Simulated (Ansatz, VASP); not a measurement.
**One calculation of BiTe4, two programs**

```
Bi Te
1.0
     5.69148    0.00000    0.00000
     0.00000    5.69148    0.00000
     0.00000    0.00000    5.69148
Bi Te
1 4
Direct
  0.00000 0.00000 0.00000
  0.30197 0.30197 0.30197
  0.69803 0.69803 0.30197
  0.30197 0.69803 0.69803
  0.69803 0.30197 0.69803
```

Change from the starting cell: species swapped into the SnI4 type (P-43m, No. 215).

Alike in both runs: functional PBE; k mesh 8 × 8 × 8; occupations gaussian, width 0.1 eV; no spin polarisation.

Ansatz relaxed the structure, and its values are those at the end. VASP's run is a single point on that final structure, the one shown.

|  | VASP | Ansatz |
| --- | --- | --- |
| version | VASP 6.6.1 | Ansatz 0.2.0 |
| potentials or method | VASP PAW PBE potentials, release 64 (Bi_d, Te), cutoff 520 eV | scalar-relativistic, plane waves, PAW |
| valence electrons in the cell | 39 | 79 |

```csv
,VASP,Ansatz,Ansatz less VASP
gap on the k mesh at the Fermi level (eV),none,none,-
pressure (GPa),-0.1,0.0,+0.05
```

A gap of «none» marks a metal or a gap that the smearing closes. The functional is the same, so the differences come from potentials, cutoffs and numerics. VASP's potentials hold 39 valence electrons a cell and Ansatz's 79, so a difference there can come from the potentials and not from the codes.

Neither program's run includes spin-orbit coupling.
